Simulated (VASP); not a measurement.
Input of a VASP 6.6.1 run:

The input INCAR:

```
SYSTEM = CsPbCl3
PREC = Accurate
ENCUT = 520
EDIFF = 1E-6
ISMEAR = -1
SIGMA = 0.05
LREAL = .FALSE.
LASPH = .TRUE.
NELM = 100
ALGO = Normal
ISIF = 2
LWAVE = .FALSE.
LCHARG = .FALSE.
GGA = PS
NBANDS = 30
```

KPOINTS

```
regular mesh
0
G
  4 4 4
  0 0 0
```

The input POSCAR:

```
CsPbCl3
1.0
    5.6050000000      0.0000000000      0.0000000000
    0.0000000000      5.6050000000      0.0000000000
    0.0000000000      0.0000000000      5.7171000000
Pb Cs Cl
1 1 3
Direct
    0.5000000000      0.5000000000      0.5000000000
    0.0000000000      0.0000000000      0.0000000000
    0.5000000000      0.0000000000      0.5000000000
    0.0000000000      0.5000000000      0.5000000000
    0.5000000000      0.5000000000      0.0000000000
```

Potentials or basis: VASP PAW PBE potentials, release 64 (Pb_d, Cs_sv, Cl).

The run is started by

```sh
$ cat potpaw_PBE.64/Pb_d/POTCAR potpaw_PBE.64/Cs_sv/POTCAR potpaw_PBE.64/Cl/POTCAR > POTCAR
$ mpirun -np 1 vasp_std > vasp.out
```

Question: Predict the band gap on the k mesh.

Answer: 1.79 eV, direct.

Question: What does it give for the pressure?

Answer: -0.2 GPa.

Stress tensor (GPa, compression positive):
```
 0.08  0.00  0.00
 0.00  0.08  0.00
 0.00  0.00 -0.86
```

Caveat: the PAW data sets were made with another functional, which shifts forces and pressure a little; spin-orbit coupling is left out, which moves the levels of the heavy elements. A k mesh can miss the band edges.
